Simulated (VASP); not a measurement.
# GaN (F-43m) in VASP: further runs

Runs on GaN. Level: PBE. Tasks: single point, relaxation of cell and atoms.

Everything below comes from runs of VASP 6.6.1. Logs are shortened: lines on timing, memory, paths and dates and some standing lists are left out, and cuts for length are marked.

## 1. The cell of the first run

The structure is cubic, space group F-43m (No. 216). Conventional cell: a = 4.548 Å, b = 4.548 Å, c = 4.548 Å, α = 90.00°, β = 90.00°, γ = 90.00°. Within 2.6 Å of Ga (site symmetry -43m) lie 4 N at 1.97 Å. Within 2.6 Å of N (site symmetry -43m) lie 4 Ga at 1.97 Å.

## 2. Single point, PBE

Input file INCAR:

```
SYSTEM = GaN
PREC = Accurate
ENCUT = 520
EDIFF = 1E-7
ISMEAR = 0
SIGMA = 0.02
LREAL = .False.
LASPH = .True.
NELM = 60
ALGO = Normal
ISIF = 2
LWAVE = .False.
LCHARG = .False.
GGA = PE
NBANDS = 16
```

Input file KPOINTS:

```
regular mesh
0
Gamma
  10 10 10
  0 0 0
```

Input file POSCAR:

```
GaN
1.0
    0.0000000000      2.2741904165      2.2741904165
    2.2741904165      0.0000000000      2.2741904165
    2.2741904165      2.2741904165      0.0000000000
Ga N
1 1
Direct
    0.0000000000      0.0000000000      0.0000000000
    0.7500000000      0.7500000000      0.7500000000
```

Potentials or basis: VASP PAW PBE potentials, release 64 (Ga_d, N).

Run with:

```sh
cat potpaw_PBE.64/Ga_d/POTCAR potpaw_PBE.64/N/POTCAR > POTCAR
mpirun -np 1 vasp_std > vasp.out
```

OUTCAR:

```text
SYSTEM = GaN
   PREC = Accurate
   ENCUT = 520
   EDIFF = 1E-7
   ISMEAR = 0
   LREAL = .False.
   LASPH = .True.
   NELM = 60
   ISIF = 2
   GGA = PE

 ion  position               nearest neighbor table
   1  0.000  0.000  0.000-   2 1.97   2 1.97   2 1.97   2 1.97
   2  0.750  0.750  0.750-   1 1.97   1 1.97   1 1.97   1 1.97

  LATTYP: Found a face centered cubic cell.
 ALAT       =     4.5483808330

  Lattice vectors:

 A1 = (   0.0000000000,   2.2741904165,   2.2741904165)
 A2 = (   2.2741904165,   0.0000000000,   2.2741904165)
 A3 = (   2.2741904165,   2.2741904165,   0.0000000000)

Analysis of symmetry for initial positions (statically):
=====================================================================
 Subroutine PRICEL returns:
 Original cell was already a primitive cell.

 Routine SETGRP: Setting up the symmetry group for a
 face centered cubic supercell.

 Subroutine GETGRP returns: Found 24 space group operations
 (whereof 24 operations were pure point group operations)
 out of a pool of 48 trial point group operations.

The static configuration has the point symmetry T_d .

Analysis of symmetry for dynamics (positions and initial velocities):
=====================================================================
 Subroutine PRICEL returns:
 Original cell was already a primitive cell.

 Routine SETGRP: Setting up the symmetry group for a
 face centered cubic supercell.

 Subroutine GETGRP returns: Found 24 space group operations
 (whereof 24 operations were pure point group operations)
 out of a pool of 48 trial point group operations.

The dynamic configuration has the point symmetry T_d .

 Subroutine INISYM returns: Found 24 space group operations
 (whereof 24 operations are pure point group operations),
 and found     1 'primitive' translations

----------------------------------------------------------------------------------------

                                     Primitive cell

  volume of cell :      23.5240

  direct lattice vectors                    reciprocal lattice vectors
     0.000000000  2.274190417  2.274190417    -0.219858459  0.219858459  0.219858459
     2.274190417  0.000000000  2.274190417     0.219858459 -0.219858459  0.219858459
     2.274190417  2.274190417  0.000000000     0.219858459  0.219858459 -0.219858459

  length of vectors
     3.216190930  3.216190930  3.216190930     0.380806021  0.380806021  0.380806021

  position of ions in fractional coordinates (direct lattice)
     0.000000000  0.000000000  0.000000000
     0.750000000  0.750000000  0.750000000

  ion indices of the primitive-cell ions
   primitive index   ion index
                 1           1
                 2           2

----------------------------------------------------------------------------------------

 KPOINTS: regular mesh

Automatic generation of k-mesh.
 Grid dimensions read from file:
 generate k-points for:   10   10   10

 Generating k-lattice:

  Cartesian coordinates                     Fractional coordinates (reciprocal lattice)
    -0.021985846  0.021985846  0.021985846     0.100000000  0.000000000  0.000000000
     0.021985846 -0.021985846  0.021985846     0.000000000  0.100000000  0.000000000
     0.021985846  0.021985846 -0.021985846     0.000000000  0.000000000  0.100000000

  Length of vectors
     0.038080602  0.038080602  0.038080602

  Shift w.r.t. Gamma in fractional coordinates (k-lattice)
     0.000000000  0.000000000  0.000000000

 Subroutine IBZKPT returns following result:
 ===========================================

 Found     47 irreducible k-points:

 Following reciprocal coordinates:
            Coordinates               Weight
  0.000000  0.000000  0.000000      1.000000
  0.100000  0.000000  0.000000      8.000000
  0.200000  0.000000  0.000000      8.000000
  0.300000  0.000000  0.000000      8.000000
  0.400000  0.000000  0.000000      8.000000
  0.500000  0.000000  0.000000      4.000000
[... 16 lines left out ...]
  0.300000  0.300000  0.000000      6.000000
  0.400000  0.300000  0.000000     24.000000
 [... further k-points ...]
   k-points           NKPTS =     47   k-points in BZ     NKDIM =     47   number of bands    NBANDS=     16
   number of dos      NEDOS =    301   number of ions     NIONS =      2
   total plane-waves  NPLWV =  13824
   dimension x,y,z NGX =    24 NGY =   24 NGZ =   24
   dimension x,y,z NGXF=    48 NGYF=   48 NGZF=   48
   ions per type =               1   1
   NGX,Y,Z   is equivalent  to a cutoff of  12.41, 12.41, 12.41 a.u.
   NGXF,Y,Z  is equivalent  to a cutoff of  24.81, 24.81, 24.81 a.u.
 SYSTEM =  GaN
   PREC   = accura    normal or accurate (medium, high low for compatibility)
   ISTART =      0    job   : 0-new  1-cont  2-samecut
   ICHARG =      2    charge: 1-file 2-atom 10-const
   ISPIN  =      1    spin polarized calculation?
   LNONCOLLINEAR =      F non collinear calculations
   LSORBIT =      F    spin-orbit coupling
   LASPH  =      T    aspherical Exc in radial PAW
   ENCUT  =  520.0 eV  38.22 Ry    6.18 a.u.   5.98  5.98  5.98*2*pi/ulx,y,z
   NELM   =     60;   NELMIN=  2; NELMDL= -5     # of ELM steps
   EDIFF  = 0.1E-06   stopping-criterion for ELM
   LREAL  =      F    real-space projection
   EDIFFG = 0.1E-05   stopping-criterion for IOM
   NSW    =      0    number of steps for IOM
   IBRION =     -1    ionic relax: 0-MD 1-quasi-New 2-CG
   NFREE  =      0    steps in history (QN), initial steepest desc. (CG)
   ISIF   =      2    stress and relaxation
   ISYM   =      2    0-nonsym 1-usesym 2-fastsym
   POTIM  = 0.5000    time-step for ionic-motion
   TEBEG  =    0.0;   TEEND  =   0.0 temperature during run
   PSTRESS=    0.0 pullay stress
   NELECT =      18.0000    total number of electrons
   NUPDOWN=      -1.0000    fix difference up-down
   EMIN   =  10.00;   EMAX   =-10.00  energy-range for DOS
   EFERMI =   0.00;   METHOD = LEGACY
   ISMEAR =     0;   SIGMA  =   0.02  broadening in eV -4-tet -1-fermi 0-gaus
   EFERMI_NEDOS =   21; number of points for ismear=-14 and -15
   IALGO  =     38    algorithm
   IMIX   =      4    mixing-type and parameters
     AMIX     =   0.40;   BMIX     =  1.00
     AMIX_MAG =   1.60;   BMIX_MAG =  1.00
  volume/ion in A,a.u.               =      11.76        79.37
  Fermi-wavevector in a.u.,A,eV,Ry     =   1.497369  2.829617 30.505813  2.242114
  Thomas-Fermi vector in A             =   2.609266
   LORBIT       =      0    0 simple, 1 ext, 2 COOP (PROOUT), +10 PAW based schemes
   GGA     = PE    functional components
   LHFCALC =     F    Hartree Fock is set to
   AEXX    =    0.0000 exact exchange contribution
   IVDW    =     0    specifies the selected vdW correction
   LEPSILON=     F    determine dielectric tensor
   LRPA    =     F    only Hartree local field effects (RPA)
 non-spin polarized calculation
 Gauss-broadening in eV      SIGMA  =   0.02
  energy-cutoff  :      520.00
  volume of cell :       23.52
 maximum number of plane-waves:       644
   NGX = 11   NGY = 11   NGZ = 11

 number of electron      17.9999986 magnetization

 Free energy of the ion-electron system (eV)
  ---------------------------------------------------
  ext. energy  EPLUGINS =         0.00000000
  ---------------------------------------------------
  free energy    TOTEN  =       -12.15355421 eV

  energy without entropy =      -12.15355421  energy(sigma->0) =      -12.15355421

 E-fermi :   5.0778     XC(G=0): -11.5210

 val. band max:        4.9874766769   @ k =   0.0000   0.0000   0.0000
 cond. band min:       6.5350263009   @ k =   0.0000   0.0000   0.0000
 fundamental gap:      1.5475496241
 Fermi energy:         5.0777732159

 k-point     1 :       0.0000    0.0000    0.0000
  band No.  band energies     occupation
      1     -10.7156      2.00000
      2      -8.4349      2.00000
      3      -8.4349      2.00000
      4      -8.4349      2.00000
      5      -8.1420      2.00000
      6      -8.1420      2.00000
[... 8 lines left out ...]
     15      23.6355      0.00000
     16      23.6355      0.00000

 k-point     2 :       0.1000    0.0000    0.0000
  band No.  band energies     occupation
      1     -10.6122      2.00000
      2      -8.4224      2.00000
      3      -8.4224      2.00000
      4      -8.3939      2.00000
      5      -8.1432      2.00000
      6      -8.1432      2.00000
[... 8 lines left out ...]
     15      22.3544      0.00000
     16      22.3544      0.00000

 k-point     3 :       0.2000    0.0000    0.0000
  band No.  band energies     occupation
      1     -10.3554      2.00000
      2      -8.3933      2.00000
      3      -8.3933      2.00000
      4      -8.2248      2.00000
      5      -8.1419      2.00000
      6      -8.1419      2.00000
[... 8 lines left out ...]
     15      21.5959      0.00000
     16      21.5959      0.00000

 k-point     4 :       0.3000    0.0000    0.0000
  band No.  band energies     occupation
      1     -10.0920      2.00000
      2      -8.3675      2.00000
      3      -8.3675      2.00000
      4      -8.1293      2.00000
      5      -8.1293      2.00000
      6      -7.8245      2.00000
[... 8 lines left out ...]
     15      22.0434      0.00000
     16      22.0434      0.00000
[... 324 lines left out ...]
 k-point    22 :      -0.2000    0.2000    0.0000
  band No.  band energies     occupation
      1     -10.0117      2.00000
      2      -8.3521      2.00000
      3      -8.3391      2.00000
      4      -8.1621      2.00000
      5      -8.1489      2.00000
      6      -7.6554      2.00000
[... 8 lines left out ...]
     15      22.0825      0.00000
     16      25.2086      0.00000

 k-point    23 :       0.3000    0.3000    0.0000
  band No.  band energies     occupation
      1      -9.9361      2.00000
      2      -8.2923      2.00000
      3      -8.2602      2.00000
      4      -8.2602      2.00000
      5      -8.0955      2.00000
      6      -7.6325      2.00000
[... 8 lines left out ...]
     15      26.7579      0.00000
     16      26.9897      0.00000

 k-point    24 :       0.4000    0.3000    0.0000
  band No.  band energies     occupation
      1      -9.8381      2.00000
      2      -8.3111      2.00000
      3      -8.2285      2.00000
      4      -8.2283      2.00000
      5      -8.0861      2.00000
      6      -7.1850      2.00000
[... 8 lines left out ...]
     15      26.8488      0.00000
     16      27.1179      0.00000

 [... further k-points ...]
[... 5 lines left out ...]
  --------------------------------------------------------------------------------------
  -------------------------------------------------------------------------------------
  Total        0.0139454      0.0139454      0.0139454     -0.0000000     -0.0000000      0.0000000
  in kB        0.9498006      0.9498006      0.9498006     -0.0000000     -0.0000000      0.0000000
  external PRESSURE =       0.9498006 kB  Pullay stress =       0.0000000 kB

 VOLUME and BASIS-vectors are now :
 -----------------------------------------------------------------------------
  energy-cutoff  :      520.00
  volume of cell :       23.52
      direct lattice vectors                 reciprocal lattice vectors
     0.000000000  2.274190417  2.274190417    -0.219858459  0.219858459  0.219858459
     2.274190417  0.000000000  2.274190417     0.219858459 -0.219858459  0.219858459
     2.274190417  2.274190417  0.000000000     0.219858459  0.219858459 -0.219858459

 POSITION                                       TOTAL-FORCE (eV/Angst)
 -----------------------------------------------------------------------------------
      0.00000      0.00000      0.00000        -0.000000     -0.000000      0.000000
      3.41129      3.41129      3.41129         0.000000      0.000000     -0.000000
 -----------------------------------------------------------------------------------
    total drift:                               -0.000002     -0.000002     -0.000001

  FREE ENERGIE OF THE ION-ELECTRON SYSTEM (eV)
  ---------------------------------------------------
  free  energy   TOTEN  =       -12.1535542083 eV

  energy  without entropy=      -12.1535542083  energy(sigma->0) =      -12.15355421
```

Wall time 9.4 s (1 thread of Intel Xeon 6975P-C, shared host); peak memory 0.14 GiB.

Results:

```yaml
Free_energy: -12.1536 eV
Pressure: 0.1 GPa
Band_gap_on_the_k_mesh: 1.55 eV, direct
```

PBE gaps usually lie below the measured ones, often by a third to a half.

## 3. Relaxation of cell and atoms, PBE

This run uses another cell than the first one, of 11.72 Å³/atom, 0.997 times its volume.

Input file INCAR:

```
SYSTEM = GaN
PREC = Accurate
ENCUT = 600
EDIFF = 1E-6
ISMEAR = 0
SIGMA = 0.02
LREAL = .FALSE.
LASPH = .TRUE.
NELM = 100
ALGO = Normal
ISIF = 3
LWAVE = .FALSE.
LCHARG = .FALSE.
GGA = PE
IBRION = 2
NSW = 100
EDIFFG = -0.005
```

Input file KPOINTS:

```
regular mesh
0
G
  10 10 10
  0 0 0
```

Input file POSCAR:

```
GaN
1.0
    0.0000000000      2.2716540785      2.2716540785
    2.2716540785      0.0000000000      2.2716540785
    2.2716540785      2.2716540785      0.0000000000
Ga N
1 1
Direct
    0.0000000000      0.0000000000      0.0000000000
    0.7500000000      0.7500000000      0.7500000000
```

Potentials or basis: VASP PAW PBE potentials, release 64 (Ga_d, N).

Run with:

```sh
cat potpaw_PBE.64/Ga_d/POTCAR potpaw_PBE.64/N/POTCAR > POTCAR
mpirun -np 1 vasp_std > vasp.out
```

Wall time 31 s (1 thread of Intel Xeon 6975P-C, shared host); peak memory 0.17 GiB.

Results (log left out):

| Property | Result |
| --- | --- |
| Free energy | -12.1549 eV |
| Relaxed volume | 11.76 Å³/atom |
| Relaxed cell | a = 3.216 Å, b = 3.216 Å, c = 3.216 Å, α = 60.00°, β = 60.00°, γ = 60.00° |
| Space group after relaxing (to 0.05 Å) | F-43m (No. 216) |
| Energy gained by relaxing | 0.1 meV/atom |
| Ionic steps | 3 |
| Pressure after relaxing | 0.0 GPa |
| Band gap on the k mesh | 1.55 eV, direct |

Step by step:
```
step  energy change (eV)  largest force (eV/Å)  pressure (GPa)  volume (Å³)
   1              0.0000                0.0000            0.52        23.45
   2              0.0000                0.0000           -0.49        23.57
   3             -0.0001                0.0000            0.03        23.52
```

Final structure:
```xyz
2
Lattice="0.0000 2.2740 2.2740 2.2740 0.0000 2.2740 2.2740 2.2740 0.0000" Properties=species:S:1:pos:R:3 pbc="T T T"
Ga    0.0000    0.0000    0.0000
N     3.4111    3.4111    3.4111
```

Levels at points of the mesh, in eV from the valence-band top:
| k point | band 5 | band 6 | band 7 | band 8 | band 9 | band 10 | band 11 | band 12 | band 13 |
| --- | --- | --- | --- | --- | --- | --- | --- | --- | --- |
| (0.00, 0.00, 0.00) | -13.13 | -13.13 | 0.00 | 0.00 | 0.00 | 1.55 | 10.13 | 10.13 | 10.13 |
| (0.50, 0.00, 0.00) | -13.09 | -11.88 | -6.86 | -0.93 | -0.93 | 4.45 | 8.59 | 10.22 | 10.22 |
| (0.50, 0.50, 0.00) | -13.06 | -11.45 | -6.01 | -2.61 | -2.61 | 3.34 | 6.50 | 11.52 | 13.67 |

## 4. Single point, PBE

This run uses another cell than the first one, of 11.72 Å³/atom, 0.997 times its volume.

Input file INCAR:

```
SYSTEM = GaN
PREC = Accurate
ENCUT = 600
EDIFF = 1E-6
ISMEAR = 0
SIGMA = 0.1
LREAL = .FALSE.
LASPH = .TRUE.
NELM = 120
ALGO = Normal
ISIF = 2
LWAVE = .FALSE.
LCHARG = .FALSE.
GGA = PE
NBANDS = 16
GGA_COMPAT = .FALSE.
```

Input file KPOINTS:

```
regular mesh
0
G
  6 6 6
  0 0 0
```

Input file POSCAR:

```
GaN
1.0
    0.0000000000      2.2716540742      2.2716540742
    2.2716540742      0.0000000000      2.2716540742
    2.2716540742      2.2716540742      0.0000000000
Ga N
1 1
Direct
    0.0000000000      0.0000000000      0.0000000000
    0.7500000000      0.7500000000      0.7500000000
```

Run with:

```sh
cat potpaw_PBE.64/Ga_d/POTCAR potpaw_PBE.64/N/POTCAR > POTCAR
mpirun -np 1 vasp_std > vasp.out
```

Wall time 25 s (1 thread of Intel Xeon 8259CL, shared host); peak memory 0.16 GiB.

It converged, with:

```yaml
Free_energy: -12.1502 eV
Pressure: 0.5 GPa
Band_gap_on_the_k_mesh: 1.57 eV, direct
```

Levels at points of the mesh, in eV from the valence-band top:
| k point | band 6 | band 7 | band 8 | band 9 | band 10 | band 11 | band 12 | band 13 |
| --- | --- | --- | --- | --- | --- | --- | --- | --- |
| (0.00, 0.00, 0.00) | -13.13 | 0.00 | 0.00 | 0.00 | 1.57 | 10.15 | 10.15 | 10.15 |
| (0.50, 0.00, 0.00) | -11.89 | -6.88 | -0.94 | -0.94 | 4.47 | 8.60 | 10.24 | 10.24 |
| (0.50, 0.50, 0.00) | -11.46 | -6.03 | -2.62 | -2.62 | 3.34 | 6.51 | 11.54 | 13.71 |

## 5. Overview

```csv
task,cell,k mesh,cutoff (eV),smearing,gap on the mesh (eV),pressure (GPa)
single point,"a = 3.216 Å, angles 60.0°, 2 atoms",10 × 10 × 10,520,gaussian 0.02 eV,1.55,0.1
relaxation of cell and atoms,"relaxed from a = 3.213 Å, angles 60.0°, 2 atoms",10 × 10 × 10,600,gaussian 0.02 eV,1.55,0.0
single point,"a = 3.213 Å, angles 60.0°, 2 atoms",6 × 6 × 6,600,gaussian 0.1 eV,1.57,0.5
```

Alike in all rows: level PBE; potentials or basis VASP PAW PBE potentials, release 64 (Ga_d, N); no spin polarisation.

Absolute energies hang on the potentials; compare differences alone.
